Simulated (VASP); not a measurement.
Wanted: the native input for a VASP 6.6.1 run.

| Property | Result |
| --- | --- |
| Task | single point |
| Functional | PBE |
| Potentials or basis | VASP PAW PBE potentials, release 64 (Hf_pv, Si, O) |
| Cutoff | 520 eV |
| k mesh | 6 × 6 × 4 |
| Occupations | gaussian, width 0.1 eV |
| Spin | no spin polarisation |
| Dipole correction | no |
| Further INCAR settings | ALGO = Normal; EDIFF = 1e-06; NBANDS = 31 |

The structure of Hf3Si2O lies in POSCAR:

```
Hf3Si2O
1.0
    4.5097587591      0.0000000000      0.0000000000
   -2.2548793796      3.9055656503      0.0000000000
    0.0000000000      0.0000000000      5.6685987429
Hf Si O
3 2 1
Direct
    0.6666666667      0.3333333333      0.5000000000
    0.0000000000      0.0000000000      0.0000000000
    0.0000000000      0.0000000000      0.5000000000
    0.3333333333      0.6666666667      0.2770720955
    0.3333333333      0.6666666667      0.7229279045
    0.6666666667      0.3333333333      0.0000000000
```

The cell was generated, and may not be a known phase.

One way to write it, as run:

INCAR

```
PREC     = Accurate       # precision mode
ENCUT    = 520            # plane-wave cutoff, eV
EDIFF    = 1E-6           # SCF threshold, eV
ISMEAR   = 0              # smearing method
SIGMA    = 0.1            # smearing width, eV
LREAL    = F              # projectors in reciprocal space
LASPH    = T              # aspherical terms in the spheres
NELM     = 60             # most SCF steps
ALGO     = Normal         # electronic algorithm
ISIF     = 2              # what is computed and relaxed
LWAVE    = F              # write WAVECAR
LCHARG   = T              # write CHGCAR
GGA      = PE             # functional
LELF     = T              # ELF
LVHAR    = T            
NBANDS   = 31             # bands
```

KPOINTS

```
regular mesh
0
Gamma
  6 6 4
```

Potentials or basis: VASP PAW PBE potentials, release 64 (Hf_pv, Si, O).

The run is started by

```console
$ cat potpaw_PBE.64/Hf_pv/POTCAR potpaw_PBE.64/Si/POTCAR potpaw_PBE.64/O/POTCAR > POTCAR
$ mpirun -np 1 vasp_std > vasp.out
```

It gave:

```yaml
Pressure: -0.5 GPa
Band_gap_on_the_k_mesh: zero (bands 22 and 23 overlap by 0.92 eV)
```

Caveat: spin-orbit coupling is left out, which moves the levels of the heavy elements.

Run time: 97 s on 1 thread of Intel Xeon 8259CL, on a shared host, peak memory 0.25 GiB.
